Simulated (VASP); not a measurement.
**BaS: single point with r2SCAN**

BaS:

```
Ba S
1.0
     0.06863    3.51941    3.51941
     3.51941    0.06863    3.51941
     3.58804    3.58804    0.00000
Ba S
1 1
Direct
  0.00396 0.00396 0.99604
  0.24604 0.24604 0.25396
```

This cell differs from its parent crystal: shear xy strain +3.9%.

```
Program             : VASP 6.6.1
Task                : single point
Functional          : r2SCAN
Potentials or basis : VASP PAW PBE potentials, release 64 (Ba_sv, S)
Cutoff              : 520 eV
k mesh              : 6 × 6 × 6
Occupations         : gaussian, width 0.01 eV
Spin                : no spin polarisation
```

```yaml
Pressure: 0.4 GPa
Largest_force: 0.007 eV/Å
Band_gap_on_the_k_mesh: 3.07 eV (least direct gap 3.68 eV)
```

Forces on the atoms (eV/Å):
```
Ba   0.000  0.000  0.007
S    0.000  0.000 -0.007
```

Stress tensor (GPa, compression positive):
```
 0.39 -0.29  0.00
-0.29  0.39  0.00
 0.00  0.00  0.36
```

Levels at points of the mesh, in eV from the valence-band top:
| k point | band 4 | band 5 | band 6 | band 7 | band 8 | band 9 | band 10 | band 11 | band 12 | band 13 |
| --- | --- | --- | --- | --- | --- | --- | --- | --- | --- | --- |
| (0.00, 0.00, 0.00) | -11.61 | -10.37 | -0.73 | -0.69 | -0.64 | 3.07 | 5.52 | 5.54 | 7.38 | 7.45 |
| (0.50, 0.00, 0.00) | -11.65 | -9.69 | -0.58 | -0.45 | -0.45 | 4.75 | 5.56 | 5.76 | 5.98 | 6.87 |
| (0.50, 0.50, 0.00) | -11.70 | -9.47 | -1.09 | -0.03 | 0.00 | 3.69 | 4.97 | 6.80 | 6.82 | 6.91 |
| (0.00, 0.00, 0.50) | -11.64 | -9.64 | -0.65 | -0.42 | -0.40 | 4.71 | 5.50 | 5.86 | 5.88 | 6.77 |
| (0.50, 0.00, 0.50) | -11.71 | -9.47 | -1.09 | -0.02 | -0.02 | 3.70 | 4.97 | 6.77 | 6.80 | 6.96 |

It took 7.4 min on 1 thread of AMD EPYC 7R13, with other jobs on the host, peak memory 0.26 GiB.

Caveat: the cell differs from its parent crystal (shear xy strain +3.9%); the structure was generated, so it needn't be the stable form of BaS; the PAW data sets were made with another functional, which shifts forces and pressure a little; spin-orbit coupling is left out, which moves the levels of the heavy elements. A k mesh can miss the band edges.
